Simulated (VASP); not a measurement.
# Na (I4_1/amd) in VASP: further runs

The runs below take Na through relaxation of cell and atoms, with PBE.

All numbers are computed with VASP 6.6.1; they aren't measurements. Logs are shortened: lines on timing, memory, paths and dates and some standing lists are left out, and cuts for length are marked.

### 1 The cell of the first run

It takes space group I4_1/amd (No. 141, tetragonal). Conventional cell: a = 4.836 Å, b = 4.836 Å, c = 2.632 Å, α = 90.00°, β = 90.00°, γ = 90.00°. Within 3.3 Å of Na (site symmetry -4m2) lie 10 Na at 2.51 to 3.12 Å.

### 2 Relaxation of cell and atoms, PBE, target pressure 35 GPa, at which the enthalpy is minimised

INCAR reads:

```
ALGO = Normal
EDIFF = 1E-6
EDIFFG = -0.005
ENCUT = 600
GGA = PE
IBRION = 2
ISIF = 3
ISMEAR = -1
LASPH = True
LCHARG = False
LREAL = False
LWAVE = False
NELM = 100
NSW = 32
PREC = Accurate
PSTRESS = 350.0
SIGMA = 0.05
```

KPOINTS reads:

```
k-points
0
Gamma
  16 16 16
```

POSCAR reads:

```
Na
1.0
   -2.4181338601      2.4181338601      1.3158460233
    2.4181338601     -2.4181338601      1.3158460233
    2.4181338601      2.4181338601     -1.3158460233
Na
2
Direct
   -0.3750000000     -0.1250000000     -0.2500000000
    0.3750000000      0.1250000000      0.2500000000
```

Potentials or basis: VASP PAW PBE potentials, release 64 (Na_pv).

Started as:

```
$ cat potpaw_PBE.64/Na_pv/POTCAR > POTCAR
$ mpirun -np 1 vasp_std > vasp.out
```

OUTCAR:

```text
EDIFF = 1E-6
   EDIFFG = -0.005
   ENCUT = 600
   GGA = PE
   IBRION = 2
   ISIF = 3
   ISMEAR = -1
   LASPH = True
   LREAL = False
   NELM = 100
   NSW = 32
   PREC = Accurate
   PSTRESS = 350.0

 ion  position               nearest neighbor table
   1  0.625  0.875  0.750-   2 2.51   2 2.51   2 2.51   2 2.51
   2  0.375  0.125  0.250-   1 2.51   1 2.51   1 2.51   1 2.51

  LATTYP: Found a body centered tetragonal cell.
 ALAT       =     4.8362677202
 C/A-ratio  =     0.5441576436

  Lattice vectors:

 A1 = (  -2.4181338601,   2.4181338601,   1.3158460233)
 A2 = (   2.4181338601,  -2.4181338601,   1.3158460233)
 A3 = (   2.4181338601,   2.4181338601,  -1.3158460233)

Analysis of symmetry for initial positions (statically):
=====================================================================
 Subroutine PRICEL returns:
 Original cell was already a primitive cell.

 Routine SETGRP: Setting up the symmetry group for a
 body centered tetragonal supercell.

 Subroutine GETGRP returns: Found 16 space group operations
 (whereof  4 operations were pure point group operations)
 out of a pool of 16 trial point group operations.

The static configuration has the point symmetry C_2h.
 The point group associated with its full space group is D_4h.

Analysis of symmetry for dynamics (positions and initial velocities):
=====================================================================
 Subroutine PRICEL returns:
 Original cell was already a primitive cell.

 Routine SETGRP: Setting up the symmetry group for a
 body centered tetragonal supercell.

 Subroutine GETGRP returns: Found 16 space group operations
 (whereof  4 operations were pure point group operations)
 out of a pool of 16 trial point group operations.

The dynamic configuration has the point symmetry C_2h.
 The point group associated with its full space group is D_4h.

 Subroutine INISYM returns: Found 16 space group operations
 (whereof  4 operations are pure point group operations),
 and found     1 'primitive' translations

----------------------------------------------------------------------------------------

                                     Primitive cell

  volume of cell :      30.7770

  direct lattice vectors                    reciprocal lattice vectors
    -2.418133860  2.418133860  1.315846023     0.000000000  0.206771018  0.379983669
     2.418133860 -2.418133860  1.315846023     0.206771018  0.000000000  0.379983669
     2.418133860  2.418133860 -1.315846023     0.206771018  0.206771018  0.000000000

  length of vectors
     3.664177055  3.664177055  3.664177055     0.432598940  0.432598940  0.292418378

  position of ions in fractional coordinates (direct lattice)
     0.625000000  0.875000000  0.750000000
     0.375000000  0.125000000  0.250000000

  ion indices of the primitive-cell ions
   primitive index   ion index
                 1           1
                 2           2

----------------------------------------------------------------------------------------

 KPOINTS: k-points

Automatic generation of k-mesh.
 Grid dimensions read from file:
 generate k-points for:   16   16   16

 Generating k-lattice:

  Cartesian coordinates                     Fractional coordinates (reciprocal lattice)
     0.000000000  0.012923189  0.023748979     0.062500000 -0.000000000  0.000000000
     0.012923189  0.000000000  0.023748979    -0.000000000  0.062500000  0.000000000
     0.012923189  0.012923189  0.000000000     0.000000000  0.000000000  0.062500000

  Length of vectors
     0.027037434  0.027037434  0.018276149

  Shift w.r.t. Gamma in fractional coordinates (k-lattice)
     0.000000000  0.000000000  0.000000000

 Subroutine IBZKPT returns following result:
 ===========================================

 Found    349 irreducible k-points:

 Following reciprocal coordinates:
            Coordinates               Weight
  0.000000  0.000000  0.000000      1.000000
  0.062500  0.000000 -0.000000      8.000000
  0.125000  0.000000 -0.000000      8.000000
  0.187500  0.000000 -0.000000      8.000000
  0.250000  0.000000 -0.000000      8.000000
  0.312500 -0.000000  0.000000      8.000000
[... 16 lines left out ...]
 -0.125000  0.062500  0.000000     16.000000
 -0.062500  0.062500  0.000000      4.000000
 [... further k-points ...]
   k-points           NKPTS =    349   k-points in BZ     NKDIM =    349   number of bands    NBANDS=     11
   number of dos      NEDOS =    301   number of ions     NIONS =      2
   total plane-waves  NPLWV =  27000
   dimension x,y,z NGX =    30 NGY =   30 NGZ =   30
   dimension x,y,z NGXF=    60 NGYF=   60 NGZF=   60
   ions per type =               2
   NGX,Y,Z   is equivalent  to a cutoff of  13.61, 13.61, 13.61 a.u.
   NGXF,Y,Z  is equivalent  to a cutoff of  27.22, 27.22, 27.22 a.u.
 SYSTEM =  unknown system
   PREC   = accura    normal or accurate (medium, high low for compatibility)
   ISTART =      0    job   : 0-new  1-cont  2-samecut
   ICHARG =      2    charge: 1-file 2-atom 10-const
   ISPIN  =      1    spin polarized calculation?
   LNONCOLLINEAR =      F non collinear calculations
   LSORBIT =      F    spin-orbit coupling
   LASPH  =      T    aspherical Exc in radial PAW
   ENCUT  =  600.0 eV  44.10 Ry    6.64 a.u.   7.32  7.32  7.32*2*pi/ulx,y,z
   NELM   =    100;   NELMIN=  2; NELMDL= -5     # of ELM steps
   EDIFF  = 0.1E-05   stopping-criterion for ELM
   LREAL  =      F    real-space projection
   EDIFFG = -.5E-02   stopping-criterion for IOM
   NSW    =     32    number of steps for IOM
   IBRION =      2    ionic relax: 0-MD 1-quasi-New 2-CG
   NFREE  =      1    steps in history (QN), initial steepest desc. (CG)
   ISIF   =      3    stress and relaxation
   ISYM   =      2    0-nonsym 1-usesym 2-fastsym
   POTIM  = 0.5000    time-step for ionic-motion
   TEBEG  =    0.0;   TEEND  =   0.0 temperature during run
   PSTRESS=  350.0 pullay stress
   NELECT =      14.0000    total number of electrons
   NUPDOWN=      -1.0000    fix difference up-down
   EMIN   =  10.00;   EMAX   =-10.00  energy-range for DOS
   EFERMI =   0.00;   METHOD = LEGACY
   ISMEAR =    -1;   SIGMA  =   0.05  broadening in eV -4-tet -1-fermi 0-gaus
   EFERMI_NEDOS =   21; number of points for ismear=-14 and -15
   IALGO  =     38    algorithm
   IMIX   =      4    mixing-type and parameters
     AMIX     =   0.40;   BMIX     =  1.00
     AMIX_MAG =   1.60;   BMIX_MAG =  1.00
  volume/ion in A,a.u.               =      15.39       103.85
  Fermi-wavevector in a.u.,A,eV,Ry     =   1.259048  2.379256 21.567978  1.585202
  Thomas-Fermi vector in A             =   2.392627
   LORBIT       =      0    0 simple, 1 ext, 2 COOP (PROOUT), +10 PAW based schemes
   GGA     = PE    functional components
   LHFCALC =     F    Hartree Fock is set to
   AEXX    =    0.0000 exact exchange contribution
   IVDW    =     0    specifies the selected vdW correction
   LEPSILON=     F    determine dielectric tensor
   LRPA    =     F    only Hartree local field effects (RPA)
 conjugate gradient relaxation of ions
 non-spin polarized calculation
  energy-cutoff  :      600.00
  volume of cell :       30.78
 maximum number of plane-waves:      1045
 NGX is ok and might be reduce to    30
   NGX = 15   NGY = 15   NGZ = 15

--------------------------------------- Ionic step        1  -------------------------------------------

 number of electron      14.0000011 magnetization

 Free energy of the ion-electron system (eV)
  ---------------------------------------------------
  ext. energy  EPLUGINS =         0.00000000
  ---------------------------------------------------
  free energy    TOTEN  =        -0.09301487 eV

  energy without entropy =       -0.08738681  energy(sigma->0) =       -0.09020084

------------------------ aborting loop because EDIFF is reached ----------------------------------------

  FORCE on cell =-STRESS in cart. coord.  units (eV):
  Direction    XX          YY          ZZ          XY          YZ          ZX
  --------------------------------------------------------------------------------------
  -------------------------------------------------------------------------------------
  Total        6.7383277      6.7383277      6.7376462      0.0000000      0.0000000      0.0000000
  in kB      350.7817356    350.7817356    350.7462580      0.0000000      0.0000000      0.0000000
  external PRESSURE =       0.7699098 kB  Pullay stress =     350.0000000 kB
[... 61 lines left out ...]
  enthalpy is  TOTEN    =         6.6302934087 eV   P V=        6.7305090824

--------------------------------------- Ionic step        3  -------------------------------------------

 number of electron      14.0000011 magnetization

 Free energy of the ion-electron system (eV)
  ---------------------------------------------------
  ext. energy  EPLUGINS =         0.00000000
  ---------------------------------------------------
  free energy    TOTEN  =        -0.09691726 eV

  energy without entropy =       -0.09128808  energy(sigma->0) =       -0.09410267

 E-fermi :   4.6320     XC(G=0):  -9.3599

 val. band max:        4.6262380674   @ k =  -0.3750  -0.3750   0.1875
 cond. band min:       4.6459394196   @ k =  -0.1250  -0.3750   0.1250
 fundamental gap:      0.0197013522
 Fermi energy:         4.6319623147

 k-point     1 :       0.0000    0.0000    0.0000
  band No.  band energies     occupation
      1     -21.1959      2.00000
      2     -21.1959      2.00000
      3     -20.6971      2.00000
      4     -20.6927      2.00000
      5     -20.6617      2.00000
      6     -20.6617      2.00000
      7      -1.0239      2.00000
      8       8.4239      0.00000
      9      11.2514      0.00000
     10      11.2514      0.00000
     11      13.6212      0.00000
[... 309 lines left out ...]
 k-point    24 :      -0.0625    0.0625    0.0000
  band No.  band energies     occupation
      1     -21.1927      2.00000
      2     -21.1913      2.00000
      3     -20.7048      2.00000
      4     -20.6923      2.00000
      5     -20.6691      2.00000
      6     -20.6592      2.00000
      7      -0.9680      2.00000
      8       8.1702      0.00000
      9      11.2387      0.00000
     10      11.2836      0.00000
     11      13.9906      0.00000

 [... further k-points ...]

------------------------ aborting loop because EDIFF is reached ----------------------------------------

  FORCE on cell =-STRESS in cart. coord.  units (eV):
  Direction    XX          YY          ZZ          XY          YZ          ZX
  --------------------------------------------------------------------------------------
  -------------------------------------------------------------------------------------
  Total        6.7300854      6.7300854      6.7297044      0.0000000      0.0000000      0.0000000
  in kB      350.1496562    350.1496562    350.1298336      0.0000000      0.0000000      0.0000000
  external PRESSURE =       0.1430487 kB  Pullay stress =     350.0000000 kB
[... 17 lines left out ...]
  FREE ENERGIE OF THE ION-ELECTRON SYSTEM (eV)
  ---------------------------------------------------
  free  energy   TOTEN  =        -0.0969172561 eV

  energy  without entropy=       -0.0912880767  energy(sigma->0) =       -0.09410267

  enthalpy is  TOTEN    =         6.6302916964 eV   P V=        6.7272089524

 reached required accuracy - stopping structural energy minimisation
```

It took 3.4 min on 1 thread of Intel Xeon Platinum 8259CL at 2.50GHz (Skylake/Cascade Lake), shared host; peak memory 0.24 GiB.

Results:

```
Free energy                                                : -0.0969 eV
Relaxed volume                                             : 15.40 Å³/atom
Relaxed cell                                               : a = 3.665 Å, b = 3.665 Å, c = 3.665 Å, α = 97.41°, β = 97.41°, γ = 137.91°
Space group after relaxing (to 0.1 Å)                      : I4_1/amd (No. 141)
Energy change on relaxing (the run minimises the enthalpy) : -2.0 meV/atom
Ionic steps                                                : 3
Pressure after relaxing                                    : 35.0 GPa
Band gap on the k mesh                                     : zero (bands 7 and 8 overlap by 4.27 eV)
```

Step by step:
```csv
step,energy change (eV),largest force (eV/Å),pressure (GPa),volume (Å³)
1,0.0000,0.0000,35.08,30.78
2,-0.0072,0.0000,34.93,30.81
3,-0.0039,0.0000,35.01,30.79
```

Final structure:
```
Na
1.0
    -2.41861    2.41861    1.31609
     2.41861   -2.41861    1.31609
     2.41861    2.41861   -1.31609
Na
2
Direct
  0.62500 0.87500 0.75000
  0.37500 0.12500 0.25000
```

Caveat: the cell is relaxed towards a set pressure, so the run minimises the enthalpy, not the energy.

### 3 Relaxation of cell and atoms, PBE, target pressure 35 GPa, at which the enthalpy is minimised

This run uses another cell than the first one, of 15.53 Å³/atom.

INCAR reads:

```
  PREC = Accurate
  ENCUT = 600
  EDIFF = 1E-7
  ISMEAR = -1
  SIGMA = 0.05
  LREAL = False
  LASPH = True
  NELM = 100
  ALGO = Normal
  ISIF = 3
  LWAVE = False
  LCHARG = False
  GGA = PE
  IBRION = 2
  NSW = 60
  EDIFFG = -0.005
  PSTRESS = 350.0
```

KPOINTS reads:

```
regular mesh
0
Gamma
  16 16 16
```

POSCAR reads:

```
Na
1.0
   -2.4171101355      2.4171101355      1.3294105745
    2.4171101355     -2.4171101355      1.3294105745
    2.4171101355      2.4171101355     -1.3294105745
Na
2
Direct
   -0.3750000000     -0.1250000000     -0.2500000000
    0.3750000000      0.1250000000      0.2500000000
```

Potentials or basis: VASP PAW PBE potentials, release 64 (Na_pv).

Started as:

```
$ cat potpaw_PBE.64/Na_pv/POTCAR > POTCAR
$ mpirun -np 1 vasp_std > vasp.out
```

OUTCAR:

```text
PREC = Accurate
   ENCUT = 600
   EDIFF = 1E-7
   ISMEAR = -1
   LREAL = False
   LASPH = True
   NELM = 100
   ISIF = 3
   GGA = PE
   IBRION = 2
   NSW = 60
   EDIFFG = -0.005
   PSTRESS = 350.0

 ion  position               nearest neighbor table
   1  0.625  0.875  0.750-   2 2.51   2 2.51   2 2.51   2 2.51
   2  0.375  0.125  0.250-   1 2.51   1 2.51   1 2.51   1 2.51

  LATTYP: Found a body centered tetragonal cell.
 ALAT       =     4.8342202710
 C/A-ratio  =     0.5500000000

  Lattice vectors:

 A1 = (  -2.4171101355,   2.4171101355,   1.3294105745)
 A2 = (   2.4171101355,  -2.4171101355,   1.3294105745)
 A3 = (   2.4171101355,   2.4171101355,  -1.3294105745)

Analysis of symmetry for initial positions (statically):
[... 344 lines left out ...]

 k-point     1 :       0.0000    0.0000    0.0000
  band No.  band energies     occupation
      1     -21.1960      2.00000
      2     -21.1960      2.00000
      3     -20.6973      2.00000
      4     -20.6929      2.00000
      5     -20.6617      2.00000
      6     -20.6617      2.00000
      7      -1.0240      2.00000
      8       8.4254      0.00000
      9      11.2536      0.00000
     10      11.2536      0.00000
     11      13.6215      0.00000
[... 309 lines left out ...]
 k-point    24 :      -0.0625    0.0625    0.0000
  band No.  band energies     occupation
      1     -21.1928      2.00000
      2     -21.1914      2.00000
      3     -20.7049      2.00000
      4     -20.6925      2.00000
      5     -20.6690      2.00000
      6     -20.6592      2.00000
      7      -0.9681      2.00000
      8       8.1717      0.00000
      9      11.2407      0.00000
     10      11.2859      0.00000
     11      13.9912      0.00000

 [... further k-points ...]

------------------------ aborting loop because EDIFF is reached ----------------------------------------

  FORCE on cell =-STRESS in cart. coord.  units (eV):
  Direction    XX          YY          ZZ          XY          YZ          ZX
  --------------------------------------------------------------------------------------
  -------------------------------------------------------------------------------------
  Total        6.7278198      6.7278198      6.7248933      0.0000000     -0.0000000     -0.0000000
  in kB      350.0283807    350.0283807    349.8761232      0.0000000     -0.0000000     -0.0000000
  external PRESSURE =      -0.0223718 kB  Pullay stress =     350.0000000 kB
[... 21 lines left out ...]
  energy  without entropy=       -0.0914206326  energy(sigma->0) =       -0.09423406

  enthalpy is  TOTEN    =         6.6302268447 eV   P V=        6.7272743302

 reached required accuracy - stopping structural energy minimisation
```

OSZICAR:

```text
N       E                     dE             d eps       ncg     rms          rms(c)
DAV:   1     0.102890633851E+03    0.10289E+03   -0.90921E+03  7698   0.182E+03
DAV:   2     0.288327266122E+01   -0.10001E+03   -0.98976E+02  7789   0.363E+02
[... 34 lines left out ...]
DAV:   1    -0.981458315955E-01   -0.36589E-02   -0.74075E-02  8911   0.379E+00    0.289E-01
DAV:   2    -0.974907598481E-01    0.65507E-03   -0.11688E-03  8186   0.463E-01    0.179E-01
DAV:   3    -0.970438584229E-01    0.44690E-03   -0.18978E-04  8236   0.304E-01    0.471E-03
DAV:   4    -0.970473185550E-01   -0.34601E-05   -0.39117E-05  8641   0.933E-02    0.173E-03
DAV:   5    -0.970474775825E-01   -0.15903E-06   -0.83458E-07  8662   0.164E-02    0.125E-03
DAV:   6    -0.970474854569E-01   -0.78744E-08   -0.11827E-07  4579   0.832E-03
   5 F= 0.66302268E+01 E0= 0.66330403E+01  d E =-.264305E-03
```

It took 5.4 min on 1 thread of Intel Xeon Platinum 8259CL at 2.50GHz (Skylake/Cascade Lake), shared host; peak memory 0.25 GiB.

Results:

```
Free energy                                                : -0.0970 eV
Relaxed volume                                             : 15.40 Å³/atom
Relaxed cell                                               : a = 3.665 Å, b = 3.665 Å, c = 3.665 Å, α = 97.41°, β = 97.41°, γ = 137.90°
Space group after relaxing (to 0.1 Å)                      : I4_1/amd (No. 141)
Energy change on relaxing (the run minimises the enthalpy) : +29.2 meV/atom
Ionic steps                                                : 5
Pressure after relaxing                                    : 35.0 GPa
Band gap on the k mesh                                     : zero (bands 7 and 8 overlap by 4.27 eV)
```

The path:
| step | energy change (eV) | largest force (eV/Å) | pressure (GPa) | volume (Å³) |
| --- | --- | --- | --- | --- |
| 1 | 0.0000 | 0.0000 | 34.11 | 31.07 |
| 2 | 0.0841 | 0.0000 | 35.42 | 30.68 |
| 3 | 0.0620 | 0.0000 | 35.06 | 30.78 |
| 4 | 0.0610 | 0.0000 | 35.07 | 30.78 |
| 5 | 0.0584 | 0.0000 | 35.00 | 30.80 |

Final structure:
```
Na
1.0
    -2.41839    2.41839    1.31634
     2.41839   -2.41839    1.31634
     2.41839    2.41839   -1.31634
Na
2
Direct
  0.62500 0.87500 0.75000
  0.37500 0.12500 0.25000
```

Caveat: the cell is relaxed towards a set pressure, so the run minimises the enthalpy, not the energy.
